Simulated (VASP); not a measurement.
# PtSe (P-6m2) in VASP: notebook

The runs below take PtSe through single point, with PBEsol+U, LDA+U.

Program: VASP 6.6.1. These are calculated values, not measurements. Logs are shortened: lines on timing, memory, paths and dates and some standing lists are left out, and cuts for length are marked.

**1. The cell of the first run**

Symmetry: P-6m2, No. 187, hexagonal system. The conventional cell has a = 3.702 Å, b = 3.702 Å, c = 3.613 Å, α = 90.00°, β = 90.00°, γ = 120.00°. Pt (site symmetry -6m2) has 6 Se at 2.80 Å and 2 Pt at 3.61 Å within 3.7 Å. Within 3.7 Å of Se (site symmetry -6m2) lie 6 Pt at 2.80 Å and 2 Se at 3.61 Å.

**2. Single point, PBEsol+U, collinear spin, ferromagnetic start**

INCAR reads:

```
ALGO     = Normal         # electronic algorithm
EDIFF    = 1E-6           # SCF threshold, eV
ENCUT    = 520            # plane-wave cutoff, eV
GGA      = PS             # functional
ISIF     = 2              # what is computed and relaxed
ISMEAR   = 0              # smearing method
ISPIN    = 2              # spin polarisation
LASPH    = True           # aspherical terms in the spheres
LCHARG   = False          # write CHGCAR
LDAU     = True           # DFT+U
LDAUJ    = 0 0          
LDAUL    = 2 -1           # shell
LDAUPRINT= 1            
LDAUTYPE = 2            
LDAUU    = 6 0            # U, eV
LMAXMIX  = 4              # l up to which the mixer works
LORBIT   = 11             # projections on sites
LREAL    = False          # projectors in reciprocal space
LWAVE    = False          # write WAVECAR
MAGMOM   = 0.5 0          # initial moments
NBANDS   = 19             # bands
NELM     = 150            # most SCF steps
PREC     = Accurate       # precision mode
SIGMA    = 0.05           # smearing width, eV
```

KPOINTS reads:

```
k-points
0
Gamma
  6 6 5
```

POSCAR reads:

```
PtSe
1.0
    3.7018703300      0.0000000000      0.0000000000
   -1.8509351600      3.2059137500      0.0000000000
    0.0000000000      0.0000000000      3.6128420300
Pt Se
1 1
Direct
    0.0000000000      0.0000000000      0.0000000000
    0.6666666667      0.3333333333      0.5000000000
```

Potentials or basis: VASP PAW PBE potentials, release 64 (Pt, Se).

Launch:

```sh
cat potpaw_PBE.64/Pt/POTCAR potpaw_PBE.64/Se/POTCAR > POTCAR
mpirun -np 1 vasp_std > vasp.out
```

OUTCAR:

```text
EDIFF = 1E-6
   ENCUT = 520
   GGA = PS
   ISIF = 2
   ISMEAR = 0
   ISPIN = 2
   LASPH = True
   LORBIT = 11
   LREAL = False
   NELM = 150
   PREC = Accurate

 ion  position               nearest neighbor table
   1  0.000  0.000  0.000-   2 2.80   2 2.80   2 2.80   2 2.80   2 2.80   2 2.80
   2  0.667  0.333  0.500-   1 2.80   1 2.80   1 2.80   1 2.80   1 2.80   1 2.80

  LATTYP: Found a hexagonal cell.
 ALAT       =     3.7018703300
 C/A-ratio  =     0.9759504542

  Lattice vectors:

 A1 = (   3.7018703300,   0.0000000000,   0.0000000000)
 A2 = (  -1.8509351600,   3.2059137500,   0.0000000000)
 A3 = (   0.0000000000,   0.0000000000,   3.6128420300)

Analysis of symmetry for initial positions (statically):
=====================================================================
 Subroutine PRICEL returns:
 Original cell was already a primitive cell.

 Routine SETGRP: Setting up the symmetry group for a
 hexagonal supercell.

 Subroutine GETGRP returns: Found 12 space group operations
 (whereof 12 operations were pure point group operations)
 out of a pool of 24 trial point group operations.

The static configuration has the point symmetry D_3h.

Analysis of symmetry for dynamics (positions and initial velocities):
=====================================================================
 Subroutine PRICEL returns:
 Original cell was already a primitive cell.

 Routine SETGRP: Setting up the symmetry group for a
 hexagonal supercell.

 Subroutine GETGRP returns: Found 12 space group operations
 (whereof 12 operations were pure point group operations)
 out of a pool of 24 trial point group operations.

The dynamic configuration has the point symmetry D_3h.

Analysis of structural, dynamic, and magnetic symmetry:
=====================================================================
 Subroutine PRICEL returns:
 Original cell was already a primitive cell.

 Routine SETGRP: Setting up the symmetry group for a
 hexagonal supercell.

 Subroutine GETGRP returns: Found 12 space group operations
 (whereof 12 operations were pure point group operations)
 out of a pool of 24 trial point group operations.

The overall configuration has the point symmetry D_3h.

 Subroutine INISYM returns: Found 12 space group operations
 (whereof 12 operations are pure point group operations),
 and found     1 'primitive' translations

----------------------------------------------------------------------------------------

                                     Primitive cell

  volume of cell :      42.8768

  direct lattice vectors                    reciprocal lattice vectors
     3.701870330  0.000000000  0.000000000     0.270133719  0.155961775  0.000000000
    -1.850935160  3.205913750  0.000000000     0.000000000  0.311923551  0.000000000
     0.000000000  0.000000000  3.612842030     0.000000000  0.000000000  0.276790403

  length of vectors
     3.701870330  3.701870330  3.612842030     0.311923551  0.311923551  0.276790403

  position of ions in fractional coordinates (direct lattice)
     0.000000000  0.000000000  0.000000000
     0.666666667  0.333333333  0.500000000

  ion indices of the primitive-cell ions
   primitive index   ion index
                 1           1
                 2           2

----------------------------------------------------------------------------------------

 KPOINTS: k-points

Automatic generation of k-mesh.
 Grid dimensions read from file:
 generate k-points for:    6    6    5

 Generating k-lattice:
[... 68 lines left out ...]
   PSTRESS=    0.0 pullay stress
   NELECT =      16.0000    total number of electrons
   NUPDOWN=      -1.0000    fix difference up-down
   EMIN   =  10.00;   EMAX   =-10.00  energy-range for DOS
   EFERMI =   0.00;   METHOD = LEGACY
   ISMEAR =     0;   SIGMA  =   0.05  broadening in eV -4-tet -1-fermi 0-gaus
   EFERMI_NEDOS =   21; number of points for ismear=-14 and -15
   IALGO  =     38    algorithm
   IMIX   =      4    mixing-type and parameters
     AMIX     =   0.40;   BMIX     =  1.00
     AMIX_MAG =   1.60;   BMIX_MAG =  1.00
  volume/ion in A,a.u.               =      21.44       144.67
  Fermi-wavevector in a.u.,A,eV,Ry     =   1.178621  2.227271 18.900497  1.389147
  Thomas-Fermi vector in A             =   2.314947
   LORBIT       =     11    0 simple, 1 ext, 2 COOP (PROOUT), +10 PAW based schemes
 LDA+U is selected, type is set to LDAUTYPE =  2
   angular momentum for each species LDAUL =     2   -1
   U (eV)           for each species LDAUU =   6.0  0.0
   J (eV)           for each species LDAUJ =   0.0  0.0
   GGA     = PS    functional components
   LHFCALC =     F    Hartree Fock is set to
   AEXX    =    0.0000 exact exchange contribution
   IVDW    =     0    specifies the selected vdW correction
   LEPSILON=     F    determine dielectric tensor
   LRPA    =     F    only Hartree local field effects (RPA)
 spin polarized calculation
 Gauss-broadening in eV      SIGMA  =   0.05
  energy-cutoff  :      520.00
  volume of cell :       42.88
 maximum number of plane-waves:      1172
 NGX is ok and might be reduce to    28
   NGX = 13   NGY = 13   NGZ = 13

 number of electron      16.0000001 magnetization      -0.0002113

atom =   1  type =  1  l = 2

 onsite density matrix

spin component  1

  0.9093 -0.0000 -0.0000  0.0000  0.0000
 -0.0000  0.8028 -0.0000  0.0000 -0.0000
 -0.0000 -0.0000  0.9508 -0.0000  0.0000
  0.0000  0.0000 -0.0000  0.8028  0.0000
  0.0000 -0.0000  0.0000  0.0000  0.9093

spin component  2

  0.9093 -0.0000 -0.0000  0.0000  0.0000
 -0.0000  0.8028 -0.0000  0.0000 -0.0000
 -0.0000 -0.0000  0.9508 -0.0000  0.0000
  0.0000  0.0000 -0.0000  0.8028  0.0000
  0.0000 -0.0000  0.0000  0.0000  0.9093

 occupancies and eigenvectors

  o =  0.8028  v =  0.0000  0.0000  0.0000  0.0000  0.0000  0.0000  0.5120  0.0000 -0.8590 -0.0000      0.0000  0.0000  0.0000  0.0000  0.0000  0.0000  0.0000  0.0000  0.0000  0.0000
  o =  0.8028  v =  0.0000  0.0000  0.0000  0.0000  0.0000 -0.0000 -0.8590 -0.0000 -0.5120  0.0000      0.0000  0.0000  0.0000  0.0000  0.0000  0.0000  0.0000  0.0000  0.0000  0.0000
  o =  0.8028  v =  0.0000  0.5120  0.0000 -0.8590  0.0000  0.0000  0.0000  0.0000  0.0000  0.0000      0.0000  0.0000  0.0000  0.0000  0.0000  0.0000  0.0000  0.0000  0.0000  0.0000
  o =  0.8028  v = -0.0000 -0.8590 -0.0000 -0.5120 -0.0000  0.0000  0.0000  0.0000  0.0000  0.0000      0.0000  0.0000  0.0000  0.0000  0.0000  0.0000  0.0000  0.0000  0.0000  0.0000
  o =  0.9093  v =  0.0000  0.0000  0.0000  0.0000  0.0000  0.5873 -0.0000  0.0000 -0.0000 -0.8094      0.0000  0.0000  0.0000  0.0000  0.0000  0.0000  0.0000  0.0000  0.0000  0.0000
  o =  0.9093  v =  0.0000  0.0000  0.0000  0.0000  0.0000  0.8094  0.0000  0.0000  0.0000  0.5873      0.0000  0.0000  0.0000  0.0000  0.0000  0.0000  0.0000  0.0000  0.0000  0.0000
  o =  0.9093  v =  0.9502  0.0000  0.0000  0.0000 -0.3117  0.0000  0.0000  0.0000  0.0000  0.0000      0.0000  0.0000  0.0000  0.0000  0.0000  0.0000  0.0000  0.0000  0.0000  0.0000
  o =  0.9093  v = -0.3117  0.0000  0.0000  0.0000 -0.9502  0.0000  0.0000  0.0000  0.0000  0.0000      0.0000  0.0000  0.0000  0.0000  0.0000  0.0000  0.0000  0.0000  0.0000  0.0000
  o =  0.9508  v =  0.0000  0.0000  0.0000  0.0000  0.0000 -0.0000 -0.0000  1.0000 -0.0000  0.0000      0.0000  0.0000  0.0000  0.0000  0.0000  0.0000  0.0000  0.0000  0.0000  0.0000
  o =  0.9508  v = -0.0000 -0.0000  1.0000 -0.0000  0.0000  0.0000  0.0000  0.0000  0.0000  0.0000      0.0000  0.0000  0.0000  0.0000  0.0000  0.0000  0.0000  0.0000  0.0000  0.0000

 number of electron      16.0000001 magnetization       0.0000325

 Free energy of the ion-electron system (eV)
  ---------------------------------------------------
  ext. energy  EPLUGINS =         0.00000000
  ---------------------------------------------------
  free energy    TOTEN  =        -6.16893993 eV

  energy without entropy =       -6.16829813  energy(sigma->0) =       -6.16861903

 E-fermi :   4.8377     XC(G=0): -10.8354

 val. band max:        4.8017530306   @ k =   0.5000   0.0000   0.2000
 cond. band min:       5.0050485398   @ k =   0.3333   0.0000   0.2000
 fundamental gap:      0.2032955091
 Fermi energy:         4.8376508918

 spin component 1

 k-point     1 :       0.0000    0.0000    0.0000
  band No.  band energies     occupation
      1      -9.1515      1.00000
      2       0.5390      1.00000
      3       0.8079      1.00000
      4       0.8079      1.00000
      5       2.5548      1.00000
      6       2.5548      1.00000
[... 438 lines left out ...]
      5       1.9278      1.00000
      6       2.4478      1.00000
[... 11 lines left out ...]
     18      24.3880      0.00000
     19      25.0743      0.00000
 Fermi energy:         4.8376508918

 spin component 2

 k-point     1 :       0.0000    0.0000    0.0000
  band No.  band energies     occupation
      1      -9.1515      1.00000
      2       0.5391      1.00000
      3       0.8079      1.00000
      4       0.8079      1.00000
      5       2.5550      1.00000
      6       2.5550      1.00000
[... 439 lines left out ...]
      6       2.4479      1.00000
[... 11 lines left out ...]
     18      24.3881      0.00000
     19      25.0744      0.00000

------------------------ aborting loop because EDIFF is reached ----------------------------------------

  FORCE on cell =-STRESS in cart. coord.  units (eV):
  Direction    XX          YY          ZZ          XY          YZ          ZX
  --------------------------------------------------------------------------------------
  -------------------------------------------------------------------------------------
  Total       -4.5896692     -4.5896692     -6.2364613     -0.0000000     -0.0000000      0.0000000
  in kB     -171.5023039   -171.5023042   -233.0380326     -0.0000003     -0.0000000      0.0000000
  external PRESSURE =    -192.0142136 kB  Pullay stress =       0.0000000 kB

 VOLUME and BASIS-vectors are now :
 -----------------------------------------------------------------------------
  energy-cutoff  :      520.00
  volume of cell :       42.88
      direct lattice vectors                 reciprocal lattice vectors
     3.701870330  0.000000000  0.000000000     0.270133719  0.155961775  0.000000000
    -1.850935160  3.205913750  0.000000000     0.000000000  0.311923551  0.000000000
     0.000000000  0.000000000  3.612842030     0.000000000  0.000000000  0.276790403

 POSITION                                       TOTAL-FORCE (eV/Angst)
 -----------------------------------------------------------------------------------
      0.00000      0.00000      0.00000        -0.000000      0.000000      0.000000
      1.85094      1.06864      1.80642         0.000000      0.000000      0.000000
 -----------------------------------------------------------------------------------
    total drift:                               -0.000000      0.000000      0.000000

  FREE ENERGIE OF THE ION-ELECTRON SYSTEM (eV)
  ---------------------------------------------------
  free  energy   TOTEN  =        -6.1689399342 eV

  energy  without entropy=       -6.1682981315  energy(sigma->0) =       -6.16861903

 total charge

# of ion       s       p       d       tot
------------------------------------------
    1        0.434   0.258   8.687   9.379
    2        1.521   2.002   0.051   3.574
--------------------------------------------------
tot          1.955   2.260   8.738  12.953

 magnetization (x)

# of ion       s       p       d       tot
------------------------------------------
    1       -0.000   0.000   0.000   0.000
    2       -0.000  -0.000  -0.000  -0.000
--------------------------------------------------
tot         -0.000  -0.000   0.000   0.000
```

Wall time 17 s (1 thread of Intel Xeon 6975P-C (Granite Rapids), shared host); peak memory 0.18 GiB.

Results:

* Free energy: -6.1689 eV
* Pressure: -19.2 GPa
* Band gap on the k mesh: zero (filled and empty bands overlap)
* Net moment: 0.00 μB per cell
* Valence electrons inside the program's atomic spheres: Pt 9.38; Se 3.57

Eigenvalues of the final occupation matrices:
| site | spin | trace | eigenvalues |
| --- | --- | --- | --- |
| site 1 d | 1 | 4.38 | 0.80 0.80 0.91 0.91 0.95 |
| site 1 d | 2 | 4.38 | 0.80 0.80 0.91 0.91 0.95 |

Caveat: the PAW data sets were made with another functional, which shifts forces and pressure a little; spin-orbit coupling is left out, which moves the levels of the heavy elements. The state reached can hang on the start; a lower one may exist.

**3. Single point, LDA+U, collinear spin, ferromagnetic start**

INCAR reads:

```
PREC     = Accurate       # precision mode
ENCUT    = 520            # plane-wave cutoff, eV
EDIFF    = 1E-6           # SCF threshold, eV
ISMEAR   = 0              # smearing method
SIGMA    = 0.05           # smearing width, eV
LREAL    = F              # projectors in reciprocal space
LASPH    = T              # aspherical terms in the spheres
NELM     = 150            # most SCF steps
ALGO     = Normal         # electronic algorithm
ISIF     = 2              # what is computed and relaxed
LWAVE    = F              # write WAVECAR
LCHARG   = F              # write CHGCAR
ISPIN    = 2              # spin polarisation
MAGMOM   = 0.5 0          # initial moments
LORBIT   = 11             # projections on sites
LMAXMIX  = 4              # l up to which the mixer works
LDAU     = T              # DFT+U
LDAUTYPE = 2            
LDAUL    = 2 -1           # shell
LDAUU    = 2 0            # U, eV
LDAUJ    = 0 0          
LDAUPRINT= 1            
NBANDS   = 19             # bands
```

KPOINTS reads:

```
Automatic mesh
0
Gamma
  6 6 5
```

POSCAR is that of step 2.

Potentials or basis: VASP PAW LDA potentials, release 64 (Pt, Se).

Launch:

```sh
cat potpaw_LDA.64/Pt/POTCAR potpaw_LDA.64/Se/POTCAR > POTCAR
mpirun -np 1 vasp_std > vasp.out
```

It took 12 s on 1 thread of Intel Xeon 6975P-C (Granite Rapids), shared host; peak memory 0.16 GiB.

The run converged. Its results:

* Free energy: -9.3676 eV
* Pressure: -19.3 GPa
* Band gap on the k mesh: zero (filled and empty bands overlap)
* Net moment: 0.00 μB per cell
* Valence electrons inside the program's atomic spheres: Pt 9.05; Se 3.61

Stress tensor (GPa, compression positive):
```
-17.23   0.00   0.00
  0.00 -17.23   0.00
  0.00   0.00 -23.56
```

Levels at points of the mesh, in eV from the Fermi level:
Spin up:
```tsv
k point	band 6	band 7	band 8	band 9	band 10	band 11
(0.00, 0.00, 0.00)	-2.01	-1.78	0.15	0.72	0.72	7.56
(0.50, 0.00, 0.00)	-2.17	-1.39	-1.14	1.36	2.93	6.24
```
Spin down:
| k point | band 5 | band 6 | band 7 | band 8 | band 9 | band 10 | band 11 | band 12 |
| --- | --- | --- | --- | --- | --- | --- | --- | --- |
| (0.00, 0.00, 0.00) | -2.01 | -2.01 | -1.78 | 0.15 | 0.72 | 0.72 | 7.56 | 8.02 |
| (0.50, 0.00, 0.00) | -2.49 | -2.17 | -1.39 | -1.14 | 1.36 | 2.93 | 6.24 | 8.81 |

Eigenvalues of the final occupation matrices:
| site | spin | trace | eigenvalues |
| --- | --- | --- | --- |
| site 1 d | 1 | 4.17 | 0.77 0.77 0.86 0.86 0.91 |
| site 1 d | 2 | 4.17 | 0.77 0.77 0.86 0.86 0.91 |

Caveat: spin-orbit coupling is left out, which moves the levels of the heavy elements.
